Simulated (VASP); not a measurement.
# GdN (Fm-3m) in VASP: a series of runs

Runs on GdN. Level: PBE. Tasks: single point.

Program: VASP 6.6.1. These are calculated values, not measurements. Logs are shortened: lines on timing, memory, paths and dates and some standing lists are left out, and cuts for length are marked.

## (1) The cell of the first run

Symmetry: Fm-3m, No. 225, cubic system. Conventional cell: a = 4.984 Å, b = 4.984 Å, c = 4.984 Å, α = 90.00°, β = 90.00°, γ = 90.00°. Within 3.3 Å of Gd (site symmetry m-3m) lie 6 N at 2.49 Å. Within 3.3 Å of N (site symmetry m-3m) lie 6 Gd at 2.49 Å.

## (2) Single point, PBE, collinear spin, ferromagnetic start

File INCAR:

```
SYSTEM = GdN
  ALGO = Normal
  EDIFF = 1E-6
  ENCUT = 520
  GGA = PE
  ISIF = 2
  ISMEAR = 0
  ISPIN = 2
  LASPH = .TRUE.
  LCHARG = .FALSE.
  LMAXMIX = 6
  LORBIT = 11
  LREAL = .FALSE.
  LWAVE = .FALSE.
  MAGMOM = 7.55 0
  NBANDS = 22
  NELM = 150
  PREC = Accurate
  SIGMA = 0.1
```

File KPOINTS:

```
k-points
0
G
  16 16 16
  0 0 0
```

File POSCAR:

```
GdN
1.0
    0.0000000000      2.4922328336      2.4922328336
    2.4922328336      0.0000000000      2.4922328336
    2.4922328336      2.4922328336      0.0000000000
Gd N
1 1
Direct
    0.0000000000      0.0000000000      0.0000000000
    0.5000000000      0.5000000000      0.5000000000
```

Potentials or basis: VASP PAW PBE potentials, release 64 (Gd, N).

Command:

```sh
cat potpaw_PBE.64/Gd/POTCAR potpaw_PBE.64/N/POTCAR > POTCAR
mpirun -np 1 vasp_std > vasp.out
```

OUTCAR:

```text
SYSTEM = GdN
   EDIFF = 1E-6
   ENCUT = 520
   GGA = PE
   ISIF = 2
   ISMEAR = 0
   ISPIN = 2
   LASPH = .TRUE.
   LORBIT = 11
   LREAL = .FALSE.
   NELM = 150
   PREC = Accurate

 ion  position               nearest neighbor table
   1  0.000  0.000  0.000-   2 2.49   2 2.49   2 2.49   2 2.49   2 2.49   2 2.49
   2  0.500  0.500  0.500-   1 2.49   1 2.49   1 2.49   1 2.49   1 2.49   1 2.49

  LATTYP: Found a face centered cubic cell.
 ALAT       =     4.9844656672

  Lattice vectors:

 A1 = (   0.0000000000,   2.4922328336,   2.4922328336)
 A2 = (   2.4922328336,   0.0000000000,   2.4922328336)
 A3 = (   2.4922328336,   2.4922328336,   0.0000000000)

Analysis of symmetry for initial positions (statically):
=====================================================================
 Subroutine PRICEL returns:
 Original cell was already a primitive cell.

 Routine SETGRP: Setting up the symmetry group for a
 face centered cubic supercell.

 Subroutine GETGRP returns: Found 48 space group operations
 (whereof 48 operations were pure point group operations)
 out of a pool of 48 trial point group operations.

The static configuration has the point symmetry O_h .

Analysis of symmetry for dynamics (positions and initial velocities):
=====================================================================
 Subroutine PRICEL returns:
 Original cell was already a primitive cell.

 Routine SETGRP: Setting up the symmetry group for a
 face centered cubic supercell.

 Subroutine GETGRP returns: Found 48 space group operations
 (whereof 48 operations were pure point group operations)
 out of a pool of 48 trial point group operations.

The dynamic configuration has the point symmetry O_h .

Analysis of structural, dynamic, and magnetic symmetry:
=====================================================================
 Subroutine PRICEL returns:
 Original cell was already a primitive cell.

 Routine SETGRP: Setting up the symmetry group for a
 face centered cubic supercell.

 Subroutine GETGRP returns: Found 48 space group operations
 (whereof 48 operations were pure point group operations)
 out of a pool of 48 trial point group operations.

The overall configuration has the point symmetry O_h .

 Subroutine INISYM returns: Found 48 space group operations
 (whereof 48 operations are pure point group operations),
 and found     1 'primitive' translations

----------------------------------------------------------------------------------------

                                     Primitive cell

  volume of cell :      30.9596

  direct lattice vectors                    reciprocal lattice vectors
     0.000000000  2.492232834  2.492232834    -0.200623310  0.200623310  0.200623310
     2.492232834  0.000000000  2.492232834     0.200623310 -0.200623310  0.200623310
     2.492232834  2.492232834  0.000000000     0.200623310  0.200623310 -0.200623310

  length of vectors
     3.524549474  3.524549474  3.524549474     0.347489766  0.347489766  0.347489766

  position of ions in fractional coordinates (direct lattice)
     0.000000000  0.000000000  0.000000000
     0.500000000  0.500000000  0.500000000

  ion indices of the primitive-cell ions
   primitive index   ion index
                 1           1
                 2           2

----------------------------------------------------------------------------------------

 KPOINTS: k-points

Automatic generation of k-mesh.
 Grid dimensions read from file:
 generate k-points for:   16   16   16

 Generating k-lattice:

  Cartesian coordinates                     Fractional coordinates (reciprocal lattice)
    -0.012538957  0.012538957  0.012538957     0.062500000  0.000000000  0.000000000
     0.012538957 -0.012538957  0.012538957     0.000000000  0.062500000  0.000000000
     0.012538957  0.012538957 -0.012538957     0.000000000  0.000000000  0.062500000

  Length of vectors
     0.021718110  0.021718110  0.021718110

  Shift w.r.t. Gamma in fractional coordinates (k-lattice)
     0.000000000  0.000000000  0.000000000

 Subroutine IBZKPT returns following result:
 ===========================================

 Found    145 irreducible k-points:

 Following reciprocal coordinates:
            Coordinates               Weight
  0.000000  0.000000  0.000000      1.000000
  0.062500  0.000000  0.000000      8.000000
  0.125000  0.000000  0.000000      8.000000
  0.187500  0.000000  0.000000      8.000000
  0.250000  0.000000  0.000000      8.000000
  0.312500  0.000000  0.000000      8.000000
[... 16 lines left out ...]
 -0.125000  0.062500  0.000000     24.000000
 -0.062500  0.062500  0.000000     12.000000
 [... further k-points ...]
   k-points           NKPTS =    145   k-points in BZ     NKDIM =    145   number of bands    NBANDS=     22
   number of dos      NEDOS =    301   number of ions     NIONS =      2
   total plane-waves  NPLWV =  21952
   dimension x,y,z NGX =    28 NGY =   28 NGZ =   28
   dimension x,y,z NGXF=    56 NGYF=   56 NGZF=   56
   ions per type =               1   1
   NGX,Y,Z   is equivalent  to a cutoff of  13.21, 13.21, 13.21 a.u.
   NGXF,Y,Z  is equivalent  to a cutoff of  26.41, 26.41, 26.41 a.u.
 SYSTEM =  GdN
   PREC   = accura    normal or accurate (medium, high low for compatibility)
   ISTART =      0    job   : 0-new  1-cont  2-samecut
   ICHARG =      2    charge: 1-file 2-atom 10-const
   ISPIN  =      2    spin polarized calculation?
   LNONCOLLINEAR =      F non collinear calculations
   LSORBIT =      F    spin-orbit coupling
   LASPH  =      T    aspherical Exc in radial PAW
   ENCUT  =  520.0 eV  38.22 Ry    6.18 a.u.   6.55  6.55  6.55*2*pi/ulx,y,z
   NELM   =    150;   NELMIN=  2; NELMDL= -5     # of ELM steps
   EDIFF  = 0.1E-05   stopping-criterion for ELM
   LREAL  =      F    real-space projection
   EDIFFG = 0.1E-04   stopping-criterion for IOM
   NSW    =      0    number of steps for IOM
   IBRION =     -1    ionic relax: 0-MD 1-quasi-New 2-CG
   NFREE  =      0    steps in history (QN), initial steepest desc. (CG)
   ISIF   =      2    stress and relaxation
   ISYM   =      2    0-nonsym 1-usesym 2-fastsym
   POTIM  = 0.5000    time-step for ionic-motion
   TEBEG  =    0.0;   TEEND  =   0.0 temperature during run
   PSTRESS=    0.0 pullay stress
   NELECT =      23.0000    total number of electrons
   NUPDOWN=      -1.0000    fix difference up-down
   EMIN   =  10.00;   EMAX   =-10.00  energy-range for DOS
   EFERMI =   0.00;   METHOD = LEGACY
   ISMEAR =     0;   SIGMA  =   0.10  broadening in eV -4-tet -1-fermi 0-gaus
   EFERMI_NEDOS =   21; number of points for ismear=-14 and -15
   IALGO  =     38    algorithm
   IMIX   =      4    mixing-type and parameters
     AMIX     =   0.40;   BMIX     =  1.00
     AMIX_MAG =   1.60;   BMIX_MAG =  1.00
  volume/ion in A,a.u.               =      15.48       104.46
  Fermi-wavevector in a.u.,A,eV,Ry     =   1.482696  2.801889 29.910884  2.198388
  Thomas-Fermi vector in A             =   2.596450
   LORBIT       =     11    0 simple, 1 ext, 2 COOP (PROOUT), +10 PAW based schemes
   GGA     = PE    functional components
   LHFCALC =     F    Hartree Fock is set to
   AEXX    =    0.0000 exact exchange contribution
   IVDW    =     0    specifies the selected vdW correction
   LEPSILON=     F    determine dielectric tensor
   LRPA    =     F    only Hartree local field effects (RPA)
 spin polarized calculation
 Gauss-broadening in eV      SIGMA  =   0.10
  energy-cutoff  :      520.00
  volume of cell :       30.96
 maximum number of plane-waves:       869
 NGX is ok and might be reduce to    28
   NGX = 13   NGY = 13   NGZ = 13

 number of electron      23.0000006 magnetization       7.0003301

 Free energy of the ion-electron system (eV)
  ---------------------------------------------------
  ext. energy  EPLUGINS =         0.00000000
  ---------------------------------------------------
  free energy    TOTEN  =       -23.21648639 eV

  energy without entropy =      -23.21611194  energy(sigma->0) =      -23.21629917

 E-fermi :   4.0026     XC(G=0): -11.5826

 val. band max:        3.9921636549   @ k =   0.0625   0.0000   0.0000
 cond. band min:       4.0490402461   @ k =   0.0625   0.0625   0.0000
 fundamental gap:      0.0568765912
 Fermi energy:         4.0025606886

 spin component 1

 k-point     1 :       0.0000    0.0000    0.0000
  band No.  band energies     occupation
      1     -39.8416      1.00000
      2     -16.8374      1.00000
      3     -16.8374      1.00000
      4     -16.8374      1.00000
      5      -9.1349      1.00000
      6       0.3086      1.00000
[... 14 lines left out ...]
     21       8.5458      0.00000
     22      14.5781      0.00000

 k-point     2 :       0.0625    0.0000    0.0000
  band No.  band energies     occupation
      1     -39.8381      1.00000
      2     -16.8890      1.00000
      3     -16.8410      1.00000
      4     -16.8410      1.00000
      5      -9.0646      1.00000
      6       0.2972      1.00000
[... 14 lines left out ...]
     21       8.7774      0.00000
     22      14.8293      0.00000

 k-point     3 :       0.1250    0.0000    0.0000
  band No.  band energies     occupation
      1     -39.8282      1.00000
      2     -17.0315      1.00000
      3     -16.8512      1.00000
      4     -16.8512      1.00000
      5      -8.8678      1.00000
      6       0.2630      1.00000
[... 14 lines left out ...]
     21       9.3853      0.00000
     22      15.5319      0.00000
[... 476 lines left out ...]
 k-point    23 :      -0.1250    0.0625    0.0000
  band No.  band energies     occupation
      1     -39.8210      1.00000
      2     -17.1138      1.00000
      3     -16.8904      1.00000
      4     -16.8446      1.00000
      5      -8.7346      1.00000
      6       0.2360      1.00000
[... 14 lines left out ...]
     21      10.1184      0.00000
     22      16.0301      0.00000

 k-point    24 :      -0.0625    0.0625    0.0000
  band No.  band energies     occupation
      1     -39.8325      1.00000
      2     -16.9606      1.00000
      3     -16.8646      1.00000
      4     -16.8389      1.00000
      5      -8.9545      1.00000
      6       0.2773      1.00000
[... 14 lines left out ...]
     21       9.3317      0.00000
     22      15.2286      0.00000

 [... further k-points ...]

 spin component 2

 k-point     1 :       0.0000    0.0000    0.0000
  band No.  band energies     occupation
      1     -36.7439      1.00000
      2     -14.5907      1.00000
      3     -14.5907      1.00000
      4     -14.5907      1.00000
      5      -9.1270      1.00000
      6       3.0532      1.00000
[... 14 lines left out ...]
     21       9.5090      0.00000
     22      15.5282      0.00000

 k-point     2 :       0.0625    0.0000    0.0000
  band No.  band energies     occupation
      1     -36.7394      1.00000
      2     -14.6657      1.00000
      3     -14.5947      1.00000
      4     -14.5947      1.00000
      5      -9.0394      1.00000
      6       2.8804      1.00000
[... 14 lines left out ...]
     21       9.7354      0.00000
     22      15.7729      0.00000

 k-point     3 :       0.1250    0.0000    0.0000
  band No.  band energies     occupation
      1     -36.7266      1.00000
      2     -14.8682      1.00000
      3     -14.6062      1.00000
      4     -14.6062      1.00000
      5      -8.8003      1.00000
      6       2.4311      1.00000
[... 14 lines left out ...]
     21      10.3267      0.00000
     22      16.4659      0.00000
[... 476 lines left out ...]
 k-point    23 :      -0.1250    0.0625    0.0000
  band No.  band energies     occupation
      1     -36.7171      1.00000
      2     -14.9831      1.00000
      3     -14.6560      1.00000
      4     -14.5963      1.00000
      5      -8.6434      1.00000
      6       2.0814      1.00000
[... 14 lines left out ...]
     21      11.0302      0.00000
     22      16.9629      0.00000

 k-point    24 :      -0.0625    0.0625    0.0000
  band No.  band energies     occupation
      1     -36.7321      1.00000
      2     -14.7693      1.00000
      3     -14.6245      1.00000
      4     -14.5909      1.00000
      5      -8.9046      1.00000
      6       2.5693      1.00000
[... 14 lines left out ...]
     21      10.2677      0.00000
     22      16.1647      0.00000

 [... further k-points ...]
[... 5 lines left out ...]
  --------------------------------------------------------------------------------------
  -------------------------------------------------------------------------------------
  Total        0.0131905      0.0131905      0.0131905      0.0000000      0.0000000     -0.0000000
  in kB        0.6826151      0.6826151      0.6826151      0.0000000      0.0000000     -0.0000000
  external PRESSURE =       0.6826151 kB  Pullay stress =       0.0000000 kB

 VOLUME and BASIS-vectors are now :
 -----------------------------------------------------------------------------
  energy-cutoff  :      520.00
  volume of cell :       30.96
      direct lattice vectors                 reciprocal lattice vectors
     0.000000000  2.492232834  2.492232834    -0.200623310  0.200623310  0.200623310
     2.492232834  0.000000000  2.492232834     0.200623310 -0.200623310  0.200623310
     2.492232834  2.492232834  0.000000000     0.200623310  0.200623310 -0.200623310

 POSITION                                       TOTAL-FORCE (eV/Angst)
 -----------------------------------------------------------------------------------
      0.00000      0.00000      0.00000         0.000000      0.000000     -0.000000
      2.49223      2.49223      2.49223         0.000000      0.000000      0.000000
 -----------------------------------------------------------------------------------
    total drift:                                0.000000      0.000000      0.000000

  FREE ENERGIE OF THE ION-ELECTRON SYSTEM (eV)
  ---------------------------------------------------
  free  energy   TOTEN  =       -23.2164863950 eV

  energy  without entropy=      -23.2161119351  energy(sigma->0) =      -23.21629917

 total charge

# of ion       s       p       d       f       tot
--------------------------------------------------
    1        2.034   5.663   0.533   6.999  15.228
    2        1.250   2.383   0.000   0.000   3.633
--------------------------------------------------
tot          3.284   8.046   0.533   6.999  18.861

 magnetization (x)

# of ion       s       p       d       f       tot
--------------------------------------------------
    1       -0.005  -0.081   0.083   6.807   6.804
    2       -0.007  -0.078   0.000   0.000  -0.085
--------------------------------------------------
tot         -0.012  -0.159   0.083   6.807   6.719
```

Run time: 20 min. Hardware: 1 thread of Oxide Virtual Turin-like, shared host; peak memory 0.28 GiB.

Results:

| Quantity | Value |
| --- | --- |
| Free energy | -23.2165 eV |
| Pressure | 0.1 GPa |
| Band gap on the k mesh | zero (filled and empty bands overlap) |
| Net moment | 7.00 μB per cell |
| Site moments | Gd +6.80; N -0.09 μB |
| Valence electrons inside the program's atomic spheres | Gd 15.23; N 3.63 |

Levels at points of the mesh, in eV from the Fermi level:
Spin up:
| k point | band 11 | band 12 | band 13 | band 14 | band 15 | band 16 | band 17 | band 18 | band 19 | band 20 |
| --- | --- | --- | --- | --- | --- | --- | --- | --- | --- | --- |
| (0.00, 0.00, 0.00) | -3.29 | -3.29 | 0.17 | 0.17 | 0.17 | 2.42 | 2.42 | 2.42 | 3.13 | 4.54 |
| (0.50, 0.00, 0.00) | -3.31 | -3.28 | -3.28 | -2.66 | -2.66 | 5.02 | 5.79 | 5.79 | 6.55 | 9.86 |
| (0.50, 0.50, 0.00) | -3.35 | -3.35 | -1.54 | -0.55 | -0.28 | -0.28 | 6.42 | 6.46 | 7.51 | 7.51 |
Spin down:
```tsv
k point	band 6	band 7	band 8	band 9	band 10	band 11
(0.00, 0.00, 0.00)	-0.95	-0.95	-0.95	1.62	2.15	2.15
(0.50, 0.00, 0.00)	-4.17	-2.54	-2.54	1.75	1.85	1.85
(0.50, 0.50, 0.00)	-1.20	-0.90	-0.90	0.16	1.90	1.96
```

Caveat: spin-orbit coupling is left out, which moves the levels of the heavy elements; a cell with one magnetic atom can't hold antiferromagnetic order, which such compounds often take; semilocal functionals describe open f shells poorly, which spoils levels, moments and volumes. With open d or f shells a metallic result of PBE can be an artefact of self-interaction; +U or a hybrid may open a gap.

## (3) Single point, PBE, collinear spin, ferromagnetic start

File INCAR:

```
  PREC = Accurate
  ENCUT = 520
  EDIFF = 1E-6
  ISMEAR = 0
  SIGMA = 0.1
  LREAL = False
  LASPH = True
  NELM = 150
  ALGO = Normal
  ISIF = 2
  LWAVE = False
  LCHARG = False
  ISPIN = 2
  MAGMOM = 7.55 0
  LORBIT = 11
  LMAXMIX = 6
  GGA = PE
  NBANDS = 22
```

File KPOINTS:

```
Automatic mesh
0
Gamma
  18 18 18
```

File POSCAR:

```
GdN
1.0
   -1.7620653224      1.7620653224      2.4919358285
    1.7620653224     -1.7620653224      2.4919358285
    1.7620653224      1.7620653224     -2.4919358285
Gd N
1 1
Direct
    0.3017358750      0.3017358750      0.0000000000
    0.8017358750      0.8017358750      0.0000000000
```

Potentials or basis: VASP PAW PBE potentials, release 64 (Gd, N).

Command:

```sh
cat potpaw_PBE.64/Gd/POTCAR potpaw_PBE.64/N/POTCAR > POTCAR
mpirun -np 1 vasp_std > vasp.out
```

Run time: 24 min. Hardware: 1 thread of Oxide Virtual Turin-like, shared host; peak memory 0.33 GiB.

The run converged. Its results:

```yaml
Free_energy: -23.2164 eV
Pressure: 0.0 GPa
Band_gap_on_the_k_mesh: zero (filled and empty bands overlap)
Net_moment: 7.00 μB per cell
Site_moments: Gd +6.80; N -0.09 μB
Valence_electrons_inside_the_program's_atomic_spheres: Gd 15.23; N 3.63
```

Levels at points of the mesh, in eV from the Fermi level:
Spin up:
| k point | band 11 | band 12 | band 13 | band 14 | band 15 | band 16 | band 17 | band 18 | band 19 | band 20 |
| --- | --- | --- | --- | --- | --- | --- | --- | --- | --- | --- |
| (0.00, 0.00, 0.00) | -3.28 | -3.28 | 0.18 | 0.18 | 0.18 | 2.43 | 2.43 | 2.43 | 3.14 | 4.55 |
| (0.50, 0.00, 0.00) | -3.30 | -3.27 | -3.27 | -2.66 | -2.66 | 5.03 | 5.80 | 5.80 | 6.56 | 9.88 |
| (0.50, 0.50, 0.00) | -3.34 | -3.34 | -1.53 | -0.55 | -0.27 | -0.27 | 6.43 | 6.47 | 7.52 | 7.52 |
Spin down:
```
           k point  band 4  band 5  band 6  band 7  band 8  band 9  band 10  band 11  band 12  band 13
(0.00, 0.00, 0.00)  -18.58  -13.12   -0.94   -0.94   -0.94    1.63     2.17     2.17     2.17     2.79
(0.50, 0.00, 0.00)  -18.69  -11.20   -4.16   -2.53   -2.53    1.76     1.86     1.86     2.10     2.10
(0.50, 0.50, 0.00)  -19.01  -12.84   -1.19   -0.89   -0.89    0.17     1.91     1.97     2.02     2.02
```

Caveat: spin-orbit coupling is left out, which moves the levels of the heavy elements; a cell with one magnetic atom can't hold antiferromagnetic order, which such compounds often take; semilocal functionals describe open f shells poorly, which spoils levels, moments and volumes.
